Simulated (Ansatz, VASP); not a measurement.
Two plane-wave programs on V

INCAR

```
SYSTEM = V
ALGO     = Fast           ! electronic algorithm
EDIFF    = 1E-6           ! SCF threshold, eV
ENCUT    = 520            ! plane-wave cutoff, eV
GGA      = PE             ! functional
ISIF     = 2              ! what is computed and relaxed
ISMEAR   = 0              ! smearing method
LASPH    = .True.         ! aspherical terms in the spheres
LCHARG   = .False.        ! write CHGCAR
LREAL    = .False.        ! projectors in reciprocal space
LWAVE    = .False.        ! write WAVECAR
NBANDS   = 20             ! bands
NELM     = 60             ! most SCF steps
PREC     = Accurate       ! precision mode
SIGMA    = 0.15           ! smearing width, eV
```

Contents of KPOINTS:

```
k-points
0
Gamma
  21 21 10
  0 0 0
```

Contents of POSCAR:

```
V
1.0
    2.6042941027      0.0000000000      0.0000000000
   -1.3021470513      2.2553848518      0.0000000000
    0.0000000000      0.0000000000      4.7233360000
V
2
Direct
    0.8593905920      0.4744170385      0.6547283530
    0.3333333333      0.6666666667      0.2500000000
```

Input for Ansatz:

```yaml
crystal:
  lattice:
    - [2.6042941027, 0.0, 0.0]
    - [-1.3021470513, 2.2553848518, 0.0]
    - [0.0, 0.0, 4.723336]
  atoms:
    - { symbol: V, position: [0.859390592, 0.4744170385, 0.654728353] }
    - { symbol: V, position: [0.3333333333, 0.6666666667, 0.25] }
basis:
  ecutwfc: 420
kpoints:
  mp_grid: { grid: [21, 21, 10] }
hamiltonian:
  xc: pbe
scf:
  occupations: { method: gaussian, width: 0.15 }
output:
  forces: true
  stress: true
  eigenvalues: true
```

Alike in both runs: task single point; functional PBE; k mesh 21 × 21 × 10; occupations gaussian, width 0.15 eV; no spin polarisation.

|  | VASP | Ansatz |
| --- | --- | --- |
| version | VASP 6.6.1 | Ansatz 0.2.0 |
| potentials or method | VASP PAW PBE potentials, release 64 (V_sv), cutoff 520 eV | scalar-relativistic, plane waves, PAW |
| valence electrons in the cell | 26 | 26 |

|  | VASP | Ansatz | Ansatz less VASP |
| --- | --- | --- | --- |
| gap on the k mesh at the Fermi level (eV) | none | none | - |
| pressure (GPa) | 15.0 | 14.4 | -0.58 |
| traceless stress, the component that is largest in VASP (GPa) | 8.24 | 8.40 | +0.169 |
| rms of the force components (eV/Å) | 1.869 | 1.811 | -0.0575 |

Atom by atom the forces differ by 0.064 eV/Å (rms over components). A gap of «none» marks a metal or a gap that the smearing closes.
